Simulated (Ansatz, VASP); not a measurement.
**SnTe2: VASP beside Ansatz**

File INCAR:

```
PREC     = Accurate       # precision mode
ENCUT    = 520            # plane-wave cutoff, eV
EDIFF    = 1E-6           # SCF threshold, eV
ISMEAR   = -1             # smearing method
SIGMA    = 0.001          # smearing width, eV
LREAL    = F              # projectors in reciprocal space
LASPH    = T              # aspherical terms in the spheres
NELM     = 60             # most SCF steps
ALGO     = Normal         # electronic algorithm
ISIF     = 2              # what is computed and relaxed
LWAVE    = F              # write WAVECAR
LCHARG   = F              # write CHGCAR
GGA      = PE             # functional
NBANDS   = 35             # bands
```

File KPOINTS:

```
regular mesh
0
Gamma
  4 4 4
```

File POSCAR:

```
SnTe2
1.0
    6.9585660197      0.0000000000      0.0000000000
    0.0000000000      6.9585660197      0.0000000000
    0.0000000000      0.0000000000      4.4179125098
Sn Te
2 4
Direct
    0.0000000000      0.0000000000      0.0000000000
    0.5000000000      0.5000000000      0.5000000000
    0.3023537661      0.3023537661      0.0000000000
    0.1976462339      0.8023537661      0.5000000000
    0.8023537661      0.1976462339      0.5000000000
    0.6976462339      0.6976462339      0.0000000000
```

Input for Ansatz:

```yaml
crystal:
  lattice:
    - [6.9585660197, 0.0, 0.0]
    - [0.0, 6.9585660197, 0.0]
    - [0.0, 0.0, 4.4179125098]
  atoms:
    - { symbol: Sn, position: [0.0, 0.0, 0.0] }
    - { symbol: Sn, position: [0.5, 0.5, 0.5] }
    - { symbol: Te, position: [0.3023537661, 0.3023537661, 0.0] }
    - { symbol: Te, position: [0.1976462339, 0.8023537661, 0.5] }
    - { symbol: Te, position: [0.8023537661, 0.1976462339, 0.5] }
    - { symbol: Te, position: [0.6976462339, 0.6976462339, 0.0] }
kpoints:
  mp_grid: { grid: [4, 4, 4] }
hamiltonian:
  xc: pbe
scf:
  occupations: { method: fermi_dirac, width: 0.001 }
  n_extra_bands: 5
output:
  forces: true
  stress: true
  eigenvalues: true
```

Alike in both runs: task single point; functional PBE; k mesh 4 × 4 × 4; occupations fermi-dirac, width 0.001 eV; no spin polarisation.

|  | VASP | Ansatz |
| --- | --- | --- |
| version | VASP 6.6.1 | Ansatz 0.2.0 |
| potentials or method | VASP PAW PBE potentials, release 64 (Sn_d, Te) | plane waves |
| plane-wave cutoff (eV) | 520 | 420 |
| valence electrons in the cell | 52 | 92 |

Ansatz gave:

| Property | Result |
| --- | --- |
| pressure (GPa) | 1.3 |
| traceless stress, the component that is largest in VASP (GPa) | 0.07 |
| rms of the force components (eV/Å) | 0.061 |

Question: What did VASP give for the same quantities?

Answer: Pressure (GPa): 1.3; traceless stress, the component that is largest in VASP (GPa): 0.08; rms of the force components (eV/Å): 0.062.

Atom by atom the forces differ by 0.001 eV/Å (rms over components). With one functional, cell and mesh, what is left measures potentials, basis and numerics. VASP's potentials hold 52 valence electrons a cell and Ansatz's 92, so a difference there can come from the potentials and not from the codes.

Neither program's run includes spin-orbit coupling.
